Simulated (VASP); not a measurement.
The system is Si.

```xyz
2
Lattice="-2.3714 2.3714 1.3293 2.3714 -2.3714 1.3293 2.3714 2.3714 -1.3293" Properties=species:S:1:pos:R:3 pbc="T T T"
Si    2.3714    0.0000    0.6646
Si    0.0000    0.0000    1.3293
```

- Program: VASP 6.6.1
- Task: relaxation of cell and atoms
- Functional: PBEsol
- Potentials or basis: VASP PAW PBE potentials, release 64 (Si)
- Cutoff: 600 eV
- k mesh: 11 × 11 × 8
- Occupations: fermi-dirac, width 0.1 eV
- Spin: no spin polarisation

At the start: pressure 0.9 GPa; volume 14.95 Å³/atom.

Question: Where does the relaxation end?

Answer: Over 5 steps the energy falls by 2.9 meV/atom and the volume is 15.00 Å³/atom (+0.3 %); space group I4_1/amd (No. 141, to 0.1 Å) before and after.

Step by step:
```tsv
step	energy change (eV)	largest force (eV/Å)	pressure (GPa)	volume (Å³)
1	0.0000	0.0117	0.93	29.90
2	-0.0030	0.0017	-0.67	30.28
3	-0.0030	0.0012	-0.76	30.30
4	-0.0050	0.0055	-0.33	30.16
5	-0.0058	0.0118	0.17	30.00
```

Final structure:
```
Si
1.0
    -2.40497    2.40593    1.30026
     2.40593   -2.40497    1.30026
     2.39757    2.39757   -1.29856
Si
2
Direct
  0.25018 0.74982 0.50000
  0.49982 0.50018 0.00000
```

Caveat: the PAW data sets were made with another functional, which shifts forces and pressure a little.
